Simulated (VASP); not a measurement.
# CaO (Fm-3m) in VASP: vibrations by perturbation theory with PBEsol

Aim: the vibrations by perturbation theory of CaO with PBEsol.

Everything below comes from runs of VASP 6.6.1. Logs are shortened: lines on timing, memory, paths and dates and some standing lists are left out, and cuts for length are marked.

### 1 The cell of the first run

It takes space group Fm-3m (No. 225, cubic). The conventional cell has a = 4.767 Å, b = 4.767 Å, c = 4.767 Å, α = 90.00°, β = 90.00°, γ = 90.00°. Within 3.1 Å of Ca (site symmetry m-3m) lie 6 O at 2.38 Å. Within 3.1 Å of O (site symmetry m-3m) lie 6 Ca at 2.38 Å.

### 2 Vibrations by perturbation theory, PBEsol

Contents of INCAR:

```
SYSTEM = CaO
PREC     = Accurate       ! precision mode
ENCUT    = 520            ! plane-wave cutoff, eV
EDIFF    = 1E-8           ! SCF threshold, eV
ISMEAR   = 0              ! smearing method
SIGMA    = 0.01           ! smearing width, eV
LREAL    = .FALSE.        ! projectors in reciprocal space
LASPH    = .TRUE.         ! aspherical terms in the spheres
NELM     = 100            ! most SCF steps
ALGO     = Normal         ! electronic algorithm
ISIF     = 2              ! what is computed and relaxed
LWAVE    = .FALSE.        ! write WAVECAR
LCHARG   = .TRUE.         ! write CHGCAR
GGA      = PS             ! functional
IBRION   = 8              ! ionic algorithm
NSW      = 1              ! ionic steps
LEPSILON = .TRUE.         ! dielectric tensor by DFPT
```

Contents of KPOINTS:

```
regular mesh
0
G
  8 8 8
  0 0 0
```

Contents of POSCAR:

```
CaO
1.0
    0.0000000000      2.3835682103      2.3835682103
    2.3835682103      0.0000000000      2.3835682103
    2.3835682103      2.3835682103      0.0000000000
Ca O
1 1
Direct
    0.0000000000      0.0000000000      0.0000000000
    0.5000000000      0.5000000000      0.5000000000
```

Potentials or basis: VASP PAW PBE potentials, release 64 (Ca_sv, O).

Run with:

```sh
$ cat potpaw_PBE.64/Ca_sv/POTCAR potpaw_PBE.64/O/POTCAR > POTCAR
$ mpirun -np 1 vasp_std > vasp.out
```

OUTCAR:

```text
SYSTEM = CaO
   PREC = Accurate
   ENCUT = 520
   EDIFF = 1E-8
   ISMEAR = 0
   LREAL = .FALSE.
   LASPH = .TRUE.
   NELM = 100
   ISIF = 2
   GGA = PS
   IBRION = 8
   NSW = 1
   LEPSILON = .TRUE.

 ion  position               nearest neighbor table
   1  0.000  0.000  0.000-   2 2.38   2 2.38   2 2.38   2 2.38   2 2.38   2 2.38
   2  0.500  0.500  0.500-   1 2.38   1 2.38   1 2.38   1 2.38   1 2.38   1 2.38

  LATTYP: Found a face centered cubic cell.
 ALAT       =     4.7671364206

  Lattice vectors:

 A1 = (   0.0000000000,   2.3835682103,   2.3835682103)
 A2 = (   2.3835682103,   0.0000000000,   2.3835682103)
 A3 = (   2.3835682103,   2.3835682103,   0.0000000000)

Analysis of symmetry for initial positions (statically):
=====================================================================
 Subroutine PRICEL returns:
 Original cell was already a primitive cell.

 Routine SETGRP: Setting up the symmetry group for a
 face centered cubic supercell.

 Subroutine GETGRP returns: Found 48 space group operations
 (whereof 48 operations were pure point group operations)
 out of a pool of 48 trial point group operations.

The static configuration has the point symmetry O_h .

Analysis of symmetry for dynamics (positions and initial velocities):
=====================================================================
 Subroutine PRICEL returns:
 Original cell was already a primitive cell.

 Routine SETGRP: Setting up the symmetry group for a
 face centered cubic supercell.

 Subroutine GETGRP returns: Found 48 space group operations
 (whereof 48 operations were pure point group operations)
 out of a pool of 48 trial point group operations.

The dynamic configuration has the point symmetry O_h .

 Subroutine INISYM returns: Found 48 space group operations
 (whereof 48 operations are pure point group operations),
[... 593 lines left out ...]
     0.01965 -0.00000  0.00000
     0.00000 -0.01096 -0.00000
    -0.00000 -0.00000 -0.01096

 MACROSCOPIC STATIC DIELECTRIC TENSOR (including local field effects in DFT)
 ------------------------------------------------------
           3.856945     0.000000    -0.000000
           0.000000     3.856945     0.000000
           0.000000     0.000000     3.856945
 ------------------------------------------------------

 PIEZOELECTRIC TENSOR (including local field effects)  for field in x, y, z        (e  Angst)
          XX          YY          ZZ          XY          YZ          ZX
  --------------------------------------------------------------------------------
  x     0.00000     0.00000     0.00000     0.00000     0.00000     0.00000
  y     0.00000     0.00000     0.00000     0.00000     0.00000     0.00000
  z     0.00000     0.00000     0.00000     0.00000     0.00000     0.00000

 PIEZOELECTRIC TENSOR (including local field effects)  for field in x, y, z        (C/m^2)
          XX          YY          ZZ          XY          YZ          ZX
  --------------------------------------------------------------------------------
  x     0.00000     0.00000     0.00000     0.00000     0.00000     0.00000
  y     0.00000     0.00000     0.00000     0.00000     0.00000     0.00000
  z     0.00000     0.00000     0.00000     0.00000     0.00000     0.00000

 BORN EFFECTIVE CHARGES (including local field effects) (in |e|, cummulative output)
 ---------------------------------------------------------------------------------
 ion    1
    1     2.36273     0.00000     0.00000
    2    -0.00000     2.36273     0.00000
    3     0.00000     0.00000     2.36273
 ion    2
    1    -2.36273    -0.00000     0.00000
    2     0.00000    -2.36273     0.00000
    3     0.00000     0.00000    -2.36273

 INTERNAL STRAIN TENSOR FOR ION    2 for displacements in x,y,z  (eV/Angst):
          X           Y           Z          XY          YZ          ZX
  --------------------------------------------------------------------------------
  x     0.00000     0.00000     0.00000     0.00000     0.00000     0.00000
  y     0.00000     0.00000     0.00000     0.00000     0.00000     0.00000
  z     0.00000     0.00000     0.00000     0.00000     0.00000     0.00000

 SECOND DERIVATIVES (NOT SYMMETRIZED)
 ------------------------------------
               1X          1Y          1Z          2X          2Y          2Z
  1X    -3.329497    0.000000    0.000000    3.329497    0.000000    0.000000
  1Y     0.000000   -3.329497    0.000000    0.000000    3.329497    0.000000
  1Z     0.000000    0.000000   -3.329497    0.000000    0.000000    3.329497
  2X     3.279230    0.000000    0.000000   -3.279230    0.000000    0.000000
  2Y     0.000000    3.279230    0.000000    0.000000   -3.279230    0.000000
  2Z     0.000000    0.000000    3.279230    0.000000    0.000000   -3.279230

 Eigenvectors and eigenvalues of the dynamical matrix
 ----------------------------------------------------

   1 f  =    8.390158 THz    52.716915 2PiTHz  279.865533 cm-1    34.698888 meV
             X         Y         Z           dx          dy          dz
      0.000000  0.000000  0.000000    -0.537061    0.000000    0.000000
      2.383568  2.383568  2.383568     0.843544    0.000000    0.000000
[... 21 lines left out ...]
   6 f/i=    0.028912 THz     0.181657 2PiTHz    0.964385 cm-1     0.119568 meV
             X         Y         Z           dx          dy          dz
      0.000000  0.000000  0.000000     0.000000    0.000000    0.843544
      2.383568  2.383568  2.383568     0.000000    0.000000    0.537061

--------------------------------------------------------------------------------------------------------

 MACROSCOPIC STATIC DIELECTRIC TENSOR IONIC CONTRIBUTION
 ------------------------------------------------------
          11.287052    -0.000000     0.000000
          -0.000000    11.287052     0.000000
           0.000000     0.000000    11.287052
 ------------------------------------------------------

 ELASTIC MODULI CONTR FROM IONIC RELAXATION (kBar)
 Direction    XX          YY          ZZ          XY          YZ          ZX
 --------------------------------------------------------------------------------
 XX           0.0000      0.0000      0.0000      0.0000      0.0000      0.0000
 YY           0.0000      0.0000      0.0000      0.0000      0.0000      0.0000
 ZZ           0.0000      0.0000      0.0000      0.0000      0.0000      0.0000
 XY           0.0000      0.0000      0.0000      0.0000      0.0000      0.0000
 YZ           0.0000      0.0000      0.0000      0.0000      0.0000      0.0000
 ZX           0.0000      0.0000      0.0000      0.0000      0.0000      0.0000
 --------------------------------------------------------------------------------

 PIEZOELECTRIC TENSOR IONIC CONTR  for field in x, y, z        (C/m^2)
          XX          YY          ZZ          XY          YZ          ZX
  --------------------------------------------------------------------------------
  x     0.00000     0.00000     0.00000     0.00000     0.00000     0.00000
  y     0.00000     0.00000     0.00000     0.00000     0.00000     0.00000
  z     0.00000     0.00000     0.00000     0.00000     0.00000     0.00000
```

OSZICAR:

```text
N       E                     dE             d eps       ncg     rms          rms(c)
DAV:   1     0.125274031245E+03    0.12527E+03   -0.86253E+03   696   0.137E+03
DAV:   2    -0.840765432227E+01   -0.13368E+03   -0.12553E+03   820   0.332E+02
DAV:   3    -0.147225427218E+02   -0.63149E+01   -0.62703E+01   896   0.744E+01
[... 252 lines left out ...]
RMM:  11    -0.361926409033E+00   -0.17027E-06    0.53957E-07  3220   0.371E-04    0.254E-05
RMM:  12    -0.361926711898E+00   -0.30287E-06   -0.35657E-07  3069   0.203E-04    0.716E-06
RMM:  13    -0.361926641376E+00    0.70522E-07    0.21802E-07  3179   0.985E-05    0.487E-06
RMM:  14    -0.361926671859E+00   -0.30483E-07   -0.21963E-07  3275   0.533E-05    0.295E-06
RMM:  15    -0.361926676190E+00   -0.43311E-08    0.32039E-08  3241   0.293E-05    0.149E-06
 Linear response finished
```

Wall time 5.4 min (1 thread of Intel Xeon 6975P-C, shared host); peak memory 0.21 GiB.

Results:

- Electronic dielectric tensor (diagonal): 3.86
- Born charges (mean of the diagonal): Ca +2.36; O -2.36 e
- Highest phonon frequency at Γ, LO-TO splitting left out: 280 cm⁻¹

Phonon frequencies in cm⁻¹ (negative: imaginary):
| q point | frequencies |
| --- | --- |
| (0.000, 0.000, 0.000) | -1 -1 -1 280 280 280 |

Electronic dielectric tensor:
```
3.86 0.00 0.00
0.00 3.86 0.00
0.00 0.00 3.86
```

Born effective charge tensors (e):
atom 1, Ca
```
2.36 0.00 0.00
0.00 2.36 0.00
0.00 0.00 2.36
```
atom 2, O
```
-2.36  0.00  0.00
 0.00 -2.36  0.00
 0.00  0.00 -2.36
```
